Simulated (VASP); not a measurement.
Set up this calculation in VASP 6.6.1, as the native input.

```yaml
Task: single point
Functional: PBE
Potentials_or_basis: VASP PAW PBE potentials, release 64 (Al, N, F)
Cutoff: 520 eV
k_mesh: 1 × 1 × 1, shifted
Occupations: fermi-dirac, width 0.01 eV
Spin: collinear spin
Fixed_moment: 1 μB
Dipole_correction: no
Further_INCAR_settings: LREAL = Auto; ALGO = Normal; EDIFF = 1e-06; NBANDS = 94; ISYM = -1
```

The structure of Al16N16F (a cell with a defect) lies in POSCAR:

```
Al16N16F
1.0
    6.2595139128      0.0000000578      0.0000000000
   -3.1297570064      5.4208980350      0.0000000000
    0.0000000000      0.0000000000     10.0348065929
Al N F
16 16 1
Direct
    0.3328895312      0.1713402671      0.2519740503
    0.1679475956      0.3314318722      0.5026785393
    0.3328129823      0.1666517630      0.7506245647
    0.1661862975      0.3396929904      0.9974750088
    0.3313358688      0.6636098116      0.2522499305
    0.1655554140      0.8330230680      0.5028177473
    0.3308544194      0.6660147623      0.7478456075
    0.1643112018      0.8368622564      0.9940238243
    0.8363489974      0.1630333054      0.2492918244
    0.6672933504      0.3294560070      0.5072491153
    0.8332452288      0.1653933668      0.7518655872
    0.6653304534      0.3354247085      1.0012844957
    0.8266284219      0.6653074183      0.2523940813
    0.6659187786      0.8300070537      0.5024841253
    0.8319948094      0.6656690374      0.7507625926
    0.6600920984      0.8342432250      0.9967857788
    0.3445266695      0.1728225505      0.4480985649
    0.1753152530      0.3492228207      0.1826132787
    0.3316527135      0.1721387677      0.9395521934
    0.1667480005      0.3309288443      0.6915167612
    0.3309716816      0.6662264163      0.4420700306
    0.1795070122      0.8303342656      0.1820381251
    0.3286560846      0.6707482272      0.9348319239
    0.1661938802      0.8322318790      0.6918281194
    0.8301493874      0.1678104961      0.4457762047
    0.6690231636      0.3330713091      0.1911005861
    0.8303566805      0.1698779780      0.9401406139
    0.6680925405      0.3302905127      0.6957364808
    0.8249388558      0.6527182071      0.4486557126
    0.6476516578      0.8259754366      0.1821743127
    0.8288127848      0.6697523828      0.9398703151
    0.6665296812      0.8310003235      0.6918315482
    0.0015016911     -0.0091936030      0.3081189032
```

These files were run (other wordings do the same):

INCAR

```
  PREC = Accurate
  ENCUT = 520
  EDIFF = 1E-6
  ISMEAR = -1
  SIGMA = 0.01
  LREAL = Auto
  LASPH = True
  NELM = 200
  ALGO = Normal
  ISIF = 2
  LWAVE = False
  LCHARG = False
  ISPIN = 2
  MAGMOM = 0 0 0 0 0 0 0 0 0 0 0 0 0 0 0 0 0.02 0.04 0.02 0.01 0 0.28 0.05 0 0.08 0.02 0.01 0.04 0.04 0.1 0.01 0.02 0.12
  LORBIT = 11
  NUPDOWN = 1.0
  GGA = PE
  NBANDS = 94
  GGA_COMPAT = False
  ISYM = -1
```

KPOINTS

```
explicit points
1
Reciprocal
  0.25000000   0.25000000   0.25000000 1
```

Potentials or basis: VASP PAW PBE potentials, release 64 (Al, N, F).

Launch:

```sh
$ cat potpaw_PBE.64/Al/POTCAR potpaw_PBE.64/N/POTCAR potpaw_PBE.64/F/POTCAR > POTCAR
$ mpirun -np 1 vasp_std > vasp.out
```

It gave:

```json
{
  "Pressure": "4.6 GPa",
  "Largest force": "0.035 eV/Å",
  "Net moment": "1.00 μB per cell",
  "Site moments": "Al -0.00, +0.00, +0.01 (each value once); N +0.02, +0.04, +0.01, +0.00, +0.24, +0.07, +0.03, +0.08 (each value once); F +0.11 μB",
  "Valence electrons inside the program's atomic spheres": "Al 0.76, 0.81, 0.84, 0.80, 0.82, 0.86, 0.75 (each value once); N 3.85, 3.86, 3.84, 3.83, 3.79 (each value once); F 6.23"
}
```

Caveat: the total moment is fixed, so each spin has its own Fermi level and the state may be an excited one.

Wall time 110 s on 1 thread of Intel(R) Xeon(R) 6975P-C (Granite Rapids) (shared host), peak memory 0.57 GiB.
